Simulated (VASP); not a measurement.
A run of VASP 6.6.1:

Contents of INCAR:

```
ALGO = Normal
EDIFF = 1E-6
ENCUT = 500
GGA = PE
GGA_COMPAT = False
ISIF = 2
ISMEAR = 0
LASPH = True
LCHARG = True
LELF = True
LREAL = False
LVHAR = True
LWAVE = False
NBANDS = 23
NELM = 120
PREC = Accurate
SIGMA = 0.2
```

File KPOINTS:

```
k-points
0
Gamma
  3 3 4
```

POSCAR

```
Si3Sb2Te
1.0
    5.2399623140      0.0000000000      0.0000000000
    0.0000000000      8.0468650454      0.0000000000
    0.0000000000      0.0000000000      4.8087333666
Si Sb Te
3 2 1
Direct
    0.7242907739      0.5000000000      0.4730645506
    0.2757092261      0.5000000000      0.4730645506
    0.0000000000      0.0000000000      0.8932409907
    0.0000000000      0.2098231339      0.4591508859
    0.0000000000      0.7901768661      0.4591508859
    0.0000000000      0.5000000000      0.9736040764
```

Potentials or basis: VASP PAW PBE potentials, release 64 (Si, Sb, Te).

Command:

```sh
$ cat potpaw_PBE.64/Si/POTCAR potpaw_PBE.64/Sb/POTCAR potpaw_PBE.64/Te/POTCAR > POTCAR
$ mpirun -np 1 vasp_std > vasp.out
```

Hardware: 1 thread of AMD EPYC 9R45 96-Core Processor (Zen 5), on a shared host.

Problem. Estimate the wall time of this run.

Solution. Wall time 37 s on 1 thread of AMD EPYC 9R45 96-Core Processor (Zen 5) (shared host), peak memory 0.26 GiB. Counts: scf iterations 16, k points 12.
